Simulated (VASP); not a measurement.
# Si4HO7 (a cell with a defect) in VASP: a series of runs

Runs on Si4HO7 (a cell with a defect). Level: PBEsol. Tasks: single point.

Everything below comes from runs of VASP 6.6.1. Logs are shortened: lines on timing, memory, paths and dates and some standing lists are left out, and cuts for length are marked.

## Step 1: The cell of the first run

The cell holds a defect, 12 atoms: a = 4.194 Å, b = 4.194 Å, c = 5.357 Å, α = 90.00°, β = 90.00°, γ = 90.00°.

## Step 2: Single point, PBEsol, collinear spin

Contents of INCAR:

```
PREC = Accurate ; ENCUT = 520
EDIFF = 1E-7 ; ISMEAR = 0
SIGMA = 0.05 ; LREAL = F
LASPH = T ; NELM = 150
ALGO = Normal ; ISIF = 2
LWAVE = F ; LCHARG = F
ISPIN = 2 ; MAGMOM = 0.2 0.2 0.2 0.2 0.2 0.2 0.2 0.2 0 0.2 0 0.2
LORBIT = 11 ; GGA = PS
NBANDS = 46 ; NELECT = 58.0
```

Contents of KPOINTS:

```
Automatic mesh
0
Gamma
  2 2 2
  0.5 0.5 0.5
```

Contents of POSCAR:

```
Si4HO7
1.0
    4.1943470000      0.0000000000      0.0000000000
    0.0000000000      4.1943470000      0.0000000000
    0.0000000000      0.0000000000      5.3570950000
Si O H
4 7 1
Direct
    0.9954310000      0.0013020000      0.9966370000
    0.0016790000      0.0030490000      0.5003470000
    0.5025280000      0.4992120000      0.2488820000
    0.5029190000      0.5070220000      0.7544250000
    0.3135130000      0.3097790000      0.9981480000
    0.7022010000      0.6967650000      0.0031900000
    0.6915760000      0.7025020000      0.5031190000
    0.1961480000      0.8092540000      0.2492040000
    0.1930100000      0.8074500000      0.7548260000
    0.8050350000      0.1941990000      0.2486350000
    0.8009590000      0.1951230000      0.7539210000
    0.9303950000      0.3853350000      0.2473930000
```

Potentials or basis: VASP PAW PBE potentials, release 64 (Si, O, H).

Launch:

```console
$ cat potpaw_PBE.64/Si/POTCAR potpaw_PBE.64/O/POTCAR potpaw_PBE.64/H/POTCAR > POTCAR
$ mpirun -np 1 vasp_std > vasp.out
```

OUTCAR:

```text
PREC = Accurate
   ENCUT = 520
   EDIFF = 1E-7
   ISMEAR = 0
   LREAL = F
   LASPH = T
   NELM = 150
   ISIF = 2
   ISPIN = 2
   LORBIT = 11
   GGA = PS
   NELECT = 58.0

 ion  position               nearest neighbor table
   1  0.995  0.001  0.997-  11 1.74   9 1.74  10 1.76   6 1.77   8 1.79   5 1.86   2 2.66   2 2.70

   2  0.002  0.003  0.500-   8 1.77  10 1.77   9 1.78  11 1.79   7 1.81   1 2.66   1 2.70
   3  0.503  0.499  0.249-   5 1.75   6 1.77   7 1.79  10 1.80   8 1.83  12 1.86   4 2.65   4 2.71

   4  0.503  0.507  0.754-   5 1.74   6 1.76   7 1.76  11 1.81   9 1.81   3 2.65   3 2.71
   5  0.314  0.310  0.998-   4 1.74   3 1.75   1 1.86
   6  0.702  0.697  0.003-   4 1.76   3 1.77   1 1.77
   7  0.692  0.703  0.503-   4 1.76   3 1.79   2 1.81
   8  0.196  0.809  0.249-   2 1.77   1 1.79   3 1.83
   9  0.193  0.807  0.755-   1 1.74   2 1.78   4 1.81
  10  0.805  0.194  0.249-  12 0.96   1 1.76   2 1.77   3 1.80
  11  0.801  0.195  0.754-   1 1.74   2 1.79   4 1.81
  12  0.930  0.385  0.247-  10 0.96   3 1.86

  LATTYP: Found a simple tetragonal cell.
 ALAT       =     4.1943470000
 C/A-ratio  =     1.2772178840

  Lattice vectors:

 A1 = (   4.1943470000,   0.0000000000,   0.0000000000)
 A2 = (   0.0000000000,   4.1943470000,   0.0000000000)
 A3 = (   0.0000000000,   0.0000000000,   5.3570950000)

Analysis of symmetry for initial positions (statically):
=====================================================================
 Subroutine PRICEL returns:
 Original cell was already a primitive cell.

 Routine SETGRP: Setting up the symmetry group for a
 simple tetragonal supercell.

 Subroutine GETGRP returns: Found  1 space group operations
 (whereof  1 operations were pure point group operations)
 out of a pool of 16 trial point group operations.

The static configuration has the point symmetry C_1 .

Analysis of symmetry for dynamics (positions and initial velocities):
=====================================================================
 Subroutine PRICEL returns:
 Original cell was already a primitive cell.

 Routine SETGRP: Setting up the symmetry group for a
 simple tetragonal supercell.

 Subroutine GETGRP returns: Found  1 space group operations
 (whereof  1 operations were pure point group operations)
 out of a pool of 16 trial point group operations.

The dynamic configuration has the point symmetry C_1 .

Analysis of structural, dynamic, and magnetic symmetry:
=====================================================================
 Subroutine PRICEL returns:
 Original cell was already a primitive cell.

 Routine SETGRP: Setting up the symmetry group for a
 simple tetragonal supercell.

 Subroutine GETGRP returns: Found  1 space group operations
 (whereof  1 operations were pure point group operations)
 out of a pool of 16 trial point group operations.

The overall configuration has the point symmetry C_1 .

 Subroutine INISYM returns: Found  1 space group operations
 (whereof  1 operations are pure point group operations),
 and found     1 'primitive' translations

----------------------------------------------------------------------------------------

                                     Primitive cell

  volume of cell :      94.2449

  direct lattice vectors                    reciprocal lattice vectors
     4.194347000  0.000000000  0.000000000     0.238416135  0.000000000  0.000000000
     0.000000000  4.194347000  0.000000000     0.000000000  0.238416135  0.000000000
     0.000000000  0.000000000  5.357095000     0.000000000  0.000000000  0.186668334

  length of vectors
     4.194347000  4.194347000  5.357095000     0.238416135  0.238416135  0.186668334

  position of ions in fractional coordinates (direct lattice)
     0.995431000  0.001302000  0.996637000
     0.001679000  0.003049000  0.500347000
     0.502528000  0.499212000  0.248882000
     0.502919000  0.507022000  0.754425000
     0.313513000  0.309779000  0.998148000
     0.702201000  0.696765000  0.003190000
     0.691576000  0.702502000  0.503119000
[... 66 lines left out ...]
   LNONCOLLINEAR =      F non collinear calculations
   LSORBIT =      F    spin-orbit coupling
   LASPH  =      T    aspherical Exc in radial PAW
   ENCUT  =  520.0 eV  38.22 Ry    6.18 a.u.   7.80  7.80  9.96*2*pi/ulx,y,z
   NELM   =    150;   NELMIN=  2; NELMDL= -5     # of ELM steps
   EDIFF  = 0.1E-06   stopping-criterion for ELM
   LREAL  =      F    real-space projection
   EDIFFG = 0.1E-05   stopping-criterion for IOM
   NSW    =      0    number of steps for IOM
   IBRION =     -1    ionic relax: 0-MD 1-quasi-New 2-CG
   NFREE  =      0    steps in history (QN), initial steepest desc. (CG)
   ISIF   =      2    stress and relaxation
   ISYM   =      2    0-nonsym 1-usesym 2-fastsym
   POTIM  = 0.5000    time-step for ionic-motion
   TEBEG  =    0.0;   TEEND  =   0.0 temperature during run
   PSTRESS=    0.0 pullay stress
   NELECT =      58.0000    total number of electrons
   NUPDOWN=      -1.0000    fix difference up-down
   EMIN   =  10.00;   EMAX   =-10.00  energy-range for DOS
   EFERMI =   0.00;   METHOD = LEGACY
   ISMEAR =     0;   SIGMA  =   0.05  broadening in eV -4-tet -1-fermi 0-gaus
   EFERMI_NEDOS =   21; number of points for ismear=-14 and -15
   IALGO  =     38    algorithm
   IMIX   =      4    mixing-type and parameters
     AMIX     =   0.40;   BMIX     =  1.00
     AMIX_MAG =   1.60;   BMIX_MAG =  1.00
  volume/ion in A,a.u.               =       7.85        53.00
  Fermi-wavevector in a.u.,A,eV,Ry     =   1.392509  2.631461 26.382819  1.939082
  Thomas-Fermi vector in A             =   2.516245
   LORBIT       =     11    0 simple, 1 ext, 2 COOP (PROOUT), +10 PAW based schemes
   GGA     = PS    functional components
   LHFCALC =     F    Hartree Fock is set to
   AEXX    =    0.0000 exact exchange contribution
   IVDW    =     0    specifies the selected vdW correction
   LEPSILON=     F    determine dielectric tensor
   LRPA    =     F    only Hartree local field effects (RPA)
 spin polarized calculation
 Gauss-broadening in eV      SIGMA  =   0.05
  energy-cutoff  :      520.00
  volume of cell :       94.24
 maximum number of plane-waves:      2535
   NGX = 15   NGY = 15   NGZ = 19

 number of electron      57.9999995 magnetization       0.0000381

 number of electron      57.9999995 magnetization      -0.0000167

 Free energy of the ion-electron system (eV)
  ---------------------------------------------------
  ext. energy  EPLUGINS =         0.00000000
  ---------------------------------------------------
  free energy    TOTEN  =       -96.56091477 eV

  energy without entropy =      -96.56091477  energy(sigma->0) =      -96.56091477

 E-fermi :   9.3644     XC(G=0): -12.0882

 val. band max:        9.0787929773   @ k =  -0.2500   0.2500   0.2500
 cond. band min:      12.1644043634   @ k =   0.2500   0.2500   0.2500
 fundamental gap:      3.0856113860
 Fermi energy:         9.3644226090

 spin component 1

 k-point     1 :       0.2500    0.2500    0.2500
  band No.  band energies     occupation
      1     -16.3745      1.00000
      2     -13.1840      1.00000
      3     -12.3310      1.00000
      4     -11.7479      1.00000
      5     -11.1218      1.00000
      6     -10.6704      1.00000
[... 165 lines left out ...]
     40      19.2207      0.00000
     41      19.5493      0.00000
 Fermi energy:         9.3644226090

 spin component 2

 k-point     1 :       0.2500    0.2500    0.2500
  band No.  band energies     occupation
      1     -16.3745      1.00000
      2     -13.1840      1.00000
      3     -12.3310      1.00000
      4     -11.7479      1.00000
      5     -11.1218      1.00000
      6     -10.6704      1.00000
[... 165 lines left out ...]
     40      19.2207      0.00000
     41      19.5493      0.00000
 [bands above 41 left out]

------------------------ aborting loop because EDIFF is reached ----------------------------------------

  FORCE on cell =-STRESS in cart. coord.  units (eV):
  Direction    XX          YY          ZZ          XY          YZ          ZX
  --------------------------------------------------------------------------------------
  -------------------------------------------------------------------------------------
  Total       -6.5144875     -8.9452949     -9.5793290     -4.9491425      0.6932756      0.6792782
  in kB     -110.7472055   -152.0712729   -162.8499423    -84.1361191     11.7857834     11.5478259
  external PRESSURE =    -141.8894736 kB  Pullay stress =       0.0000000 kB

 VOLUME and BASIS-vectors are now :
 -----------------------------------------------------------------------------
  energy-cutoff  :      520.00
  volume of cell :       94.24
      direct lattice vectors                 reciprocal lattice vectors
     4.194347000  0.000000000  0.000000000     0.238416135  0.000000000  0.000000000
     0.000000000  4.194347000  0.000000000     0.000000000  0.238416135  0.000000000
     0.000000000  0.000000000  5.357095000     0.000000000  0.000000000  0.186668334

 POSITION                                       TOTAL-FORCE (eV/Angst)
 -----------------------------------------------------------------------------------
      4.17518      0.00546      5.33908         2.176237     -1.941439     -2.325204
      0.00704      0.01279      2.68041         2.012068     -1.729981      3.041197
      2.10778      2.09387      1.33328        -4.431888      1.915125      1.749199
      2.10942      2.12663      4.04153        -0.652614     -0.013762     -1.500374
      1.31498      1.29932      5.34717        -1.059760     -0.634028      0.562499
      2.94527      2.92247      0.01709        -0.123205     -0.238121      0.833146
      2.90071      2.94654      2.69526         0.588660     -0.171667     -1.080578
      0.82271      3.39429      1.33501        -0.775934      0.380018      0.170767
      0.80955      3.38673      4.04367         0.323383      0.043285     -0.850334
      3.37660      0.81454      1.33196        -1.150189     -0.399723     -0.028261
      3.35950      0.81841      4.03883         0.087343      0.409361     -0.730078
      3.90240      1.61623      1.32531         3.005901      2.380931      0.158022
 -----------------------------------------------------------------------------------
    total drift:                                0.000320     -0.000451      0.000186

  FREE ENERGIE OF THE ION-ELECTRON SYSTEM (eV)
  ---------------------------------------------------
  free  energy   TOTEN  =       -96.5609147716 eV

  energy  without entropy=      -96.5609147716  energy(sigma->0) =      -96.56091477

 total charge

# of ion       s       p       d       tot
------------------------------------------
    1        0.588   0.866   0.000   1.455
    2        0.605   0.813   0.000   1.418
    3        0.617   0.830   0.000   1.447
    4        0.595   0.817   0.000   1.412
    5        1.546   3.635   0.000   5.180
    6        1.543   3.657   0.000   5.201
    7        1.551   3.609   0.000   5.160
    8        1.549   3.609   0.000   5.157
    9        1.544   3.628   0.000   5.172
   10        1.577   3.731   0.000   5.309
   11        1.545   3.625   0.000   5.170
   12        0.603   0.159   0.000   0.762
--------------------------------------------------
tot         13.864  28.978   0.000  42.843

 magnetization (x)

# of ion       s       p       d       tot
------------------------------------------
    1       -0.000  -0.000   0.000  -0.000
    2       -0.000  -0.000   0.000  -0.000
    3       -0.000  -0.000   0.000  -0.000
    4        0.000   0.000   0.000   0.000
    5        0.000   0.000   0.000   0.000
    6        0.000   0.000   0.000   0.000
    7        0.000   0.000   0.000   0.000
    8        0.000   0.000   0.000   0.000
    9       -0.000   0.000   0.000  -0.000
   10        0.000  -0.000   0.000   0.000
   11       -0.000   0.000   0.000   0.000
   12       -0.000   0.000   0.000  -0.000
--------------------------------------------------
tot         -0.000   0.000   0.000   0.000
```

It took 19 s on 1 thread of Intel Xeon 6975P-C (Granite Rapids), shared host; peak memory 0.22 GiB.

Results:

* Free energy: -96.5609 eV
* Largest force: 5.135 eV/Å
* Net moment: 0.00 μB per cell
* Valence electrons inside the program's atomic spheres: Si 1.46, 1.42, 1.45, 1.41; O 5.18, 5.20, 5.16, 5.17, 5.31; H 0.76

Forces in eV/Å, atoms in the order of the input:
```
Si   2.176 -1.941 -2.325
Si   2.012 -1.730  3.041
Si  -4.432  1.915  1.749
Si  -0.653 -0.014 -1.500
O   -1.060 -0.634  0.562
O   -0.123 -0.238  0.833
O    0.589 -0.172 -1.081
O   -0.776  0.380  0.171
O    0.323  0.043 -0.850
O   -1.150 -0.400 -0.028
O    0.087  0.409 -0.730
H    3.006  2.381  0.158
```

Caveat: the k points lie up to 0.75 Å⁻¹ apart; the cell carries a net charge on a neutralising background, which shifts energy and pressure; the cell is charged against a uniform background, so pressure and absolute levels hang on convention; the PAW data sets were made with another functional, which shifts forces and pressure a little.

## Step 3: Single point, PBEsol, collinear spin

Contents of INCAR:

```
SYSTEM = Si4HO7
ALGO = Normal
EDIFF = 1E-6
ENCUT = 520
GGA = PS
ISIF = 2
ISMEAR = 1
ISPIN = 2
LASPH = .TRUE.
LCHARG = .FALSE.
LORBIT = 11
LREAL = .FALSE.
LWAVE = .FALSE.
MAGMOM = 0.22 0.22 0.22 0.22 0.22 0.22 0.22 0.22 0 0.22 0 0.22
NBANDS = 46
NELECT = 58.0
NELM = 150
PREC = Accurate
SIGMA = 0.05
```

KPOINTS is that of step 2.

POSCAR is that of step 2.

Potentials or basis: VASP PAW PBE potentials, release 64 (Si, O, H).

Launch:

```console
$ cat potpaw_PBE.64/Si/POTCAR potpaw_PBE.64/O/POTCAR potpaw_PBE.64/H/POTCAR > POTCAR
$ mpirun -np 1 vasp_std > vasp.out
```

Run time: 17 s. Hardware: 1 thread of Intel Xeon 6975P-C (Granite Rapids), shared host; peak memory 0.22 GiB.

The run converged. Its results:

```yaml
Free_energy: -96.5596 eV
Largest_force: 5.135 eV/Å
Net_moment: 0.03 μB per cell
Valence_electrons_inside_the_program's_atomic_spheres: Si 1.46, 1.42, 1.45, 1.41; O 5.18, 5.20, 5.16, 5.17, 5.31; H 0.76
```

Forces in eV/Å, atoms in the order of the input:
```
Si   2.176 -1.941 -2.325
Si   2.012 -1.730  3.041
Si  -4.432  1.915  1.749
Si  -0.652 -0.014 -1.500
O   -1.060 -0.634  0.563
O   -0.123 -0.238  0.833
O    0.589 -0.172 -1.081
O   -0.776  0.380  0.171
O    0.323  0.043 -0.850
O   -1.151 -0.400 -0.028
O    0.088  0.409 -0.730
H    3.006  2.381  0.158
```

Levels at points of the mesh, in eV from the Fermi level:
Spin up:
```
           k point  band 26  band 27  band 28  band 29  band 30  band 31  band 32  band 33
(0.25, 0.25, 0.25)    -3.46    -3.13    -2.47    -0.39     3.03     3.71     5.81     6.61
```
Spin down:
| k point | band 26 | band 27 | band 28 | band 29 | band 30 | band 31 | band 32 | band 33 |
| --- | --- | --- | --- | --- | --- | --- | --- | --- |
| (0.25, 0.25, 0.25) | -3.46 | -3.13 | -2.46 | -0.37 | 3.04 | 3.73 | 5.81 | 6.61 |

Caveat: the k points lie up to 0.75 Å⁻¹ apart; the cell carries a net charge on a neutralising background, which shifts energy and pressure; the cell is charged against a uniform background, so pressure and absolute levels hang on convention; the PAW data sets were made with another functional, which shifts forces and pressure a little.
